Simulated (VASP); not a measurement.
# HfC in VASP: a series of runs, part 2 of 2

VASP 6.6.1.

## 3. Single point, PBE

This run uses another cell than the first one: it holds 4 atoms, not 2.

Contents of INCAR:

```
SYSTEM = HfC
PREC = Accurate ; ENCUT = 520
EDIFF = 1E-6 ; ISMEAR = 0
SIGMA = 0.1 ; LREAL = .False.
LASPH = .True. ; NELM = 80
ALGO = Normal ; ISIF = 2
LWAVE = .False. ; LCHARG = .False.
GGA = PE ; NBANDS = 22
```

Contents of KPOINTS:

```
Automatic mesh
0
Gamma
  8 4 6
  0 0 0
```

Contents of POSCAR:

```
HfC
1.0
    3.2896107123      0.0000000000     -0.0090575161
    0.0000000000      4.6414140763      0.0000000000
   -3.2805228534      0.0000000000      3.3026153681
Hf C
2 2
Direct
    1.0000193627      0.7500031561      1.0000014971
    1.0000193627      0.2499968439      0.5000014971
   -0.0000193627      0.2500043999     -0.0000014971
   -0.0000193627      0.7499956001      0.4999985029
```

Potentials or basis: VASP PAW PBE potentials, release 64 (Hf_pv, C).

Command:

```bash
$ cat potpaw_PBE.64/Hf_pv/POTCAR potpaw_PBE.64/C/POTCAR > POTCAR
$ mpirun -np 1 vasp_std > vasp.out
```

OUTCAR:

```text
SYSTEM = HfC
   PREC = Accurate
   ENCUT = 520
   EDIFF = 1E-6
   ISMEAR = 0
   LREAL = .False.
   LASPH = .True.
   NELM = 80
   ISIF = 2
   GGA = PE

 ion  position               nearest neighbor table
   1  0.000  0.750  0.000-   3 2.32   3 2.32   4 2.33   4 2.33   4 2.33   4 2.33   2 3.29   2 3.29
                             2 3.29   2 3.29   2 3.29   2 3.29   2 3.29   2 3.29
   2  0.000  0.250  0.500-   4 2.32   4 2.32   3 2.33   3 2.33   3 2.33   3 2.33   1 3.29   1 3.29
                             1 3.29   1 3.29   1 3.29   1 3.29   1 3.29   1 3.29
   3  1.000  0.250  1.000-   1 2.32   1 2.32   2 2.33   2 2.33   2 2.33   2 2.33
   4  1.000  0.750  0.500-   2 2.32   2 2.32   1 2.33   1 2.33   1 2.33   1 2.33

  LATTYP: Found a simple orthorhombic cell.
 ALAT       =     3.2896231816
 B/A-ratio  =     1.0011998968
 C/A-ratio  =     1.4109257566

  Lattice vectors:

 A1 = (  -3.2896107123,   0.0000000000,   0.0090575161)
 A2 = (   0.0090878589,   0.0000000000,   3.2935578520)
 A3 = (   0.0000000000,   4.6414140763,   0.0000000000)

Analysis of symmetry for initial positions (statically):
=====================================================================
 Subroutine PRICEL returns:
 Original cell was already a primitive cell.

 Routine SETGRP: Setting up the symmetry group for a
 simple orthorhombic supercell.

 Subroutine GETGRP returns: Found  4 space group operations
 (whereof  2 operations were pure point group operations)
 out of a pool of  8 trial point group operations.

The static configuration has the point symmetry C_1h.
 The point group associated with its full space group is C_2v.

Analysis of symmetry for dynamics (positions and initial velocities):
=====================================================================
 Subroutine PRICEL returns:
 Original cell was already a primitive cell.

 Routine SETGRP: Setting up the symmetry group for a
 simple orthorhombic supercell.

 Subroutine GETGRP returns: Found  4 space group operations
 (whereof  2 operations were pure point group operations)
[... 150 lines left out ...]
  volume/ion in A,a.u.               =      12.57        84.84
  Fermi-wavevector in a.u.,A,eV,Ry     =   1.346810  2.545102 24.679573  1.813897
  Thomas-Fermi vector in A             =   2.474612
   LORBIT       =      0    0 simple, 1 ext, 2 COOP (PROOUT), +10 PAW based schemes
   GGA     = PE    functional components
   LHFCALC =     F    Hartree Fock is set to
   AEXX    =    0.0000 exact exchange contribution
   IVDW    =     0    specifies the selected vdW correction
   LEPSILON=     F    determine dielectric tensor
   LRPA    =     F    only Hartree local field effects (RPA)
 non-spin polarized calculation
 Gauss-broadening in eV      SIGMA  =   0.10
  energy-cutoff  :      520.00
  volume of cell :       50.29
 maximum number of plane-waves:      1384
   NGX = 13   NGY = 17   NGZ = 17

 number of electron      28.0000004 magnetization

 Free energy of the ion-electron system (eV)
  ---------------------------------------------------
  ext. energy  EPLUGINS =         0.00000000
  ---------------------------------------------------
  free energy    TOTEN  =       -42.11914701 eV

  energy without entropy =      -42.11430725  energy(sigma->0) =      -42.11672713

 E-fermi :   5.8864     XC(G=0): -12.2847

 val. band max:        5.8505694276   @ k =   0.5000   0.0000  -0.0000
 cond. band min:       5.9062671818   @ k =   0.0000   0.2500   0.0000
 fundamental gap:      0.0556977542
 Fermi energy:         5.8864185381

 k-point     1 :       0.0000    0.0000    0.0000
  band No.  band energies     occupation
      1     -24.2137      2.00000
      2     -23.8528      2.00000
      3     -23.8522      2.00000
      4     -23.6215      2.00000
      5     -23.6198      2.00000
      6     -23.6183      2.00000
[... 589 lines left out ...]
     21      12.3285      0.00000
     22      12.6451      0.00000

 [... further k-points ...]

------------------------ aborting loop because EDIFF is reached ----------------------------------------

  FORCE on cell =-STRESS in cart. coord.  units (eV):
  Direction    XX          YY          ZZ          XY          YZ          ZX
  --------------------------------------------------------------------------------------
  -------------------------------------------------------------------------------------
  Total       -0.1939928     -0.1858862     -0.2245028     -0.0000000      0.0000000     -0.0000853
  in kB       -6.1806306     -5.9223545     -7.1526812     -0.0000000      0.0000000     -0.0027187
  external PRESSURE =      -6.4185554 kB  Pullay stress =       0.0000000 kB

 VOLUME and BASIS-vectors are now :
 -----------------------------------------------------------------------------
  energy-cutoff  :      520.00
  volume of cell :       50.29
      direct lattice vectors                 reciprocal lattice vectors
     3.289610712  0.000000000 -0.009057516     0.304821008  0.000000000  0.302781938
     0.000000000  4.641414076  0.000000000     0.000000000  0.215451581  0.000000000
    -3.280522853  0.000000000  3.302615368     0.000835980  0.000000000  0.303620719

 POSITION                                       TOTAL-FORCE (eV/Angst)
 -----------------------------------------------------------------------------------
      0.00006      3.48108      0.00000        -0.000990     -0.000346      0.000003
     -1.64020      1.16034      1.65131        -0.000990      0.000346      0.000003
      0.00903      1.16037      3.29355         0.000990     -0.000286     -0.000003
      1.64929      3.48104      1.64225         0.000990      0.000286     -0.000003
 -----------------------------------------------------------------------------------
    total drift:                                0.000029     -0.000438      0.002769

  FREE ENERGIE OF THE ION-ELECTRON SYSTEM (eV)
  ---------------------------------------------------
  free  energy   TOTEN  =       -42.1191470070 eV

  energy  without entropy=      -42.1143072470  energy(sigma->0) =      -42.11672713
```

OSZICAR:

```text
N       E                     dE             d eps       ncg     rms          rms(c)
DAV:   1     0.885476781007E+02    0.88548E+02   -0.15245E+04  3044   0.124E+03
DAV:   2    -0.430520119944E+02   -0.13160E+03   -0.12573E+03  3802   0.292E+02
DAV:   3    -0.483969196290E+02   -0.53449E+01   -0.53080E+01  3962   0.429E+01
DAV:   4    -0.484469118952E+02   -0.49992E-01   -0.49954E-01  3656   0.463E+00
DAV:   5    -0.484475556254E+02   -0.64373E-03   -0.64362E-03  3998   0.452E-01    0.804E+01
DAV:   6    -0.422454694879E+02    0.62021E+01   -0.39598E+01  3432   0.232E+01    0.563E+01
DAV:   7    -0.421492278735E+02    0.96242E-01   -0.19989E+00  3564   0.725E+00    0.262E+01
DAV:   8    -0.421302582909E+02    0.18970E-01   -0.10943E-01  3640   0.216E+00    0.525E+00
DAV:   9    -0.421204603794E+02    0.97979E-02   -0.70279E-02  3504   0.112E+00    0.347E+00
DAV:  10    -0.421191913454E+02    0.12690E-02   -0.51163E-03  3736   0.398E-01    0.122E-01
DAV:  11    -0.421191514340E+02    0.39911E-04   -0.49030E-04  3618   0.120E-01    0.468E-02
DAV:  12    -0.421191469819E+02    0.44521E-05   -0.12550E-05  3668   0.229E-02    0.167E-02
DAV:  13    -0.421191470070E+02   -0.25147E-07   -0.41858E-07  2214   0.432E-03
   1 F= -.42119147E+02 E0= -.42116727E+02  d E =-.483976E-02
```

stdout:

```text
POSCAR found type information on POSCAR HfC
 POSCAR found :  2 types and       4 ions
 scaLAPACK will be used
 LDA part: xc-table for (Slater+PW92), standard interpolation
 -----------------------------------------------------------------------------
|                                                                             |
|           W    W    AA    RRRRR   N    N  II  N    N   GGGG   !!!           |
|           W    W   A  A   R    R  NN   N  II  NN   N  G    G  !!!           |
|           W    W  A    A  R    R  N N  N  II  N N  N  G       !!!           |
|           W WW W  AAAAAA  RRRRR   N  N N  II  N  N N  G  GGG   !            |
|           WW  WW  A    A  R   R   N   NN  II  N   NN  G    G                |
|           W    W  A    A  R    R  N    N  II  N    N   GGGG   !!!           |
|                                                                             |
|     Your reciprocal lattice and k-lattice belong to different lattice       |
|     classes:                                                                |
|                                                                             |
|        The reciprocal lattice is simple orthorhombic,                       |
|        whereas your k-lattice is simple monoclinic.                         |
|                                                                             |
|     Results are often still useful ...                                      |
|                                                                             |
 -----------------------------------------------------------------------------

 POSCAR, INCAR and KPOINTS ok, starting setup
 FFT: planning ... GRIDC
 FFT: planning ... GRID_SOFT
 FFT: planning ... GRID
 WAVECAR not read
 entering main loop
```

Wall time 44 s (1 thread of AMD EPYC 9R45 (Zen 5), shared host); peak memory 0.19 GiB.

Results:

| Quantity | Value |
| --- | --- |
| Free energy | -42.1191 eV |
| Pressure | -0.6 GPa |
| Band gap on the k mesh | zero (bands 14 and 15 overlap by 1.43 eV) |

Caveat: spin-orbit coupling is left out, which moves the levels of the heavy elements.

## 4. Relaxation of cell and atoms, PBE

Contents of INCAR:

```
SYSTEM = HfC
PREC     = Accurate       ! precision mode
ENCUT    = 600            ! plane-wave cutoff, eV
EDIFF    = 1E-6           ! SCF threshold, eV
ISMEAR   = 0              ! smearing method
SIGMA    = 0.1            ! smearing width, eV
LREAL    = .False.        ! projectors in reciprocal space
LASPH    = .True.         ! aspherical terms in the spheres
NELM     = 60             ! most SCF steps
ALGO     = Normal         ! electronic algorithm
ISIF     = 3              ! what is computed and relaxed
LWAVE    = .False.        ! write WAVECAR
LCHARG   = .False.        ! write CHGCAR
GGA      = PE             ! functional
IBRION   = 2              ! ionic algorithm
NSW      = 100            ! ionic steps
EDIFFG   = -0.01          ! ionic threshold
```

Contents of KPOINTS:

```
regular mesh
0
Gamma
  20 20 20
  0 0 0
```

Contents of POSCAR:

```
HfC
1.0
    0.0000000000      2.3252428971      2.3252428971
    2.3252428971      0.0000000000      2.3252428971
    2.3252428971      2.3252428971      0.0000000000
Hf C
1 1
Direct
    0.5000000000      0.5000000000      0.5000000000
    0.0000000000      0.0000000000      0.0000000000
```

Command:

```bash
$ cat potpaw_PBE.64/Hf_pv/POTCAR potpaw_PBE.64/C/POTCAR > POTCAR
$ mpirun -np 1 vasp_std > vasp.out
```

Run time: 100 s. Hardware: 1 thread of AMD EPYC 9R45 (Zen 5), shared host; peak memory 0.2 GiB.

Results (log left out):

```
Free energy                           : -21.0482 eV
Relaxed volume                        : 12.54 Å³/atom
Relaxed cell                          : a = 3.286 Å, b = 3.286 Å, c = 3.286 Å, α = 60.00°, β = 60.00°, γ = 60.00°
Space group after relaxing (to 0.1 Å) : Fm-3m (No. 225)
Energy gained by relaxing             : 0.1 meV/atom
Ionic steps                           : 3
Pressure after relaxing               : 0.0 GPa
Band gap on the k mesh                : zero (bands 7 and 8 overlap by 1.42 eV)
```

Step by step:
| step | energy change (eV) | largest force (eV/Å) | pressure (GPa) | volume (Å³) |
| --- | --- | --- | --- | --- |
| 1 | 0.0000 | 0.0000 | -0.61 | 25.14 |
| 2 | 0.0002 | 0.0000 | 1.08 | 24.97 |
| 3 | -0.0001 | 0.0000 | 0.01 | 25.08 |

Final structure:
```cif
data_structure
_symmetry_space_group_name_H-M 'P 1'
_symmetry_Int_Tables_number 1
_cell_length_a 3.2855
_cell_length_b 3.2855
_cell_length_c 3.2855
_cell_angle_alpha 60.000
_cell_angle_beta 60.000
_cell_angle_gamma 60.000
_cell_volume 25.08
loop_
_atom_site_label
_atom_site_type_symbol
_atom_site_fract_x
_atom_site_fract_y
_atom_site_fract_z
_atom_site_occupancy
Hf1 Hf 0.50000 0.50000 0.50000 1
C1 C 0.00000 0.00000 0.00000 1
```

Levels at points of the mesh, in eV from the Fermi level:
```
           k point  band 3  band 4  band 5  band 6  band 7  band 8  band 9  band 10  band 11
(0.00, 0.00, 0.00)  -29.55  -12.31    1.01    1.01    1.01    1.40    1.40     1.40     3.41
(0.50, 0.00, 0.00)  -29.62   -8.56   -6.14   -2.98   -2.98    5.34    5.34     5.81     6.57
(0.50, 0.50, 0.00)  -29.78  -10.41   -2.58   -1.77   -0.09   -0.09    5.33     6.76     6.76
```

Caveat: spin-orbit coupling is left out, which moves the levels of the heavy elements.

## 5. Overview

| task | cell | k mesh | cutoff (eV) | gap on the mesh (eV) | pressure (GPa) |
| --- | --- | --- | --- | --- | --- |
| single point | a = 3.289 Å, angles 60.0°, 2 atoms, atomic positions A | 20 × 20 × 20 | 520 | none | -0.7 |
| single point | a = 3.290, b = 4.641, c = 4.655 Å, angles 90.0, 135.0, 90.0°, 4 atoms, atomic positions B | 8 × 4 × 6 | 520 | none | -0.6 |
| relaxation of cell and atoms | relaxed from a = 3.288 Å, angles 60.0°, 2 atoms, atomic positions A | 20 × 20 × 20 | 600 | none | 0.0 |

Alike in all rows: level PBE; potentials or basis VASP PAW PBE potentials, release 64 (Hf_pv, C); no spin polarisation; smearing gaussian 0.1 eV.

Caveats: spin-orbit coupling is left out, which moves the levels of the heavy elements.

Total energies depend on the potentials used, so only differences within one code and one set of settings carry meaning.
